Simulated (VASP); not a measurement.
Here is a VASP 6.6.1 calculation.

The input INCAR:

```
SYSTEM = SiC
PREC     = Accurate       ! precision mode
ENCUT    = 520            ! plane-wave cutoff, eV
EDIFF    = 1E-7           ! SCF threshold, eV
ISMEAR   = 0              ! smearing method
SIGMA    = 0.05           ! smearing width, eV
LREAL    = .FALSE.        ! projectors in reciprocal space
LASPH    = .TRUE.         ! aspherical terms in the spheres
NELM     = 60             ! most SCF steps
ALGO     = Normal         ! electronic algorithm
ISIF     = 2              ! what is computed and relaxed
LWAVE    = .FALSE.        ! write WAVECAR
LCHARG   = .FALSE.        ! write CHGCAR
GGA      = PS             ! functional
NBANDS   = 11             ! bands
```

File KPOINTS:

```
regular mesh
0
G
  12 12 12
  0 0 0
```

The input POSCAR:

```
SiC
1.0
    0.0000000000      2.1060175116      2.3166192627
    2.1060175116      0.0000000000      2.3166192627
    2.1060175116      2.1060175116      0.0000000000
Si C
1 1
Direct
    0.0000000000      0.0000000000      0.0000000000
    0.7500000000      0.7500000000      0.7500000000
```

Potentials or basis: VASP PAW PBE potentials, release 64 (Si, C).

Run with:

```console
$ cat potpaw_PBE.64/Si/POTCAR potpaw_PBE.64/C/POTCAR > POTCAR
$ mpirun -np 1 vasp_std > vasp.out
```

Predict the band gap on the k mesh.

0.70 eV, indirect (least direct gap 4.37 eV).

What does it give for the pressure?

1.1 GPa.

Stress tensor (GPa, compression positive):
```
 10.87   0.00   0.00
  0.00  10.87   0.00
  0.00   0.00 -18.40
```

Caveat: the PAW data sets were made with another functional, which shifts forces and pressure a little. A k mesh can miss the band edges.
